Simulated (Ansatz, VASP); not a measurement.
**Cl in VASP and in Ansatz**

```
CELL_PARAMETERS angstrom
2.75672 0.00000 0.00000
-1.37836 2.38739 0.00000
0.00000 0.00000 3.83200
ATOMIC_POSITIONS crystal
Cl 0.33333 0.66667 0.25000
Cl 0.66667 0.33333 0.75000
```

Change from the starting cell: volume scaled by 0.55, LAPW.

Alike in both runs: task single point; functional PBE; k mesh 14 × 14 × 8; occupations fermi-dirac, width 0.08 eV; no spin polarisation.

|  | VASP | Ansatz |
| --- | --- | --- |
| version | VASP 6.6.1 | Ansatz 0.2.0 |
| potentials or method | VASP PAW PBE potentials, release 64 (Cl), cutoff 520 eV | all-electron LAPW, scalar-relativistic |

Ansatz gave:

```
pressure (GPa)                                                : 63.1
traceless stress, the component that is largest in VASP (GPa) : 0.06
```

Problem. Estimate VASP's values.

Solution. Pressure (GPa): 62.4; traceless stress, the component that is largest in VASP (GPa): -0.04.

Both programs put the cell under a high pressure, so it lies far from rest at this level. Ansatz ran all-electron here, and VASP with PAW potentials.

Noted on VASP's run: the cell as given lies far from equilibrium.
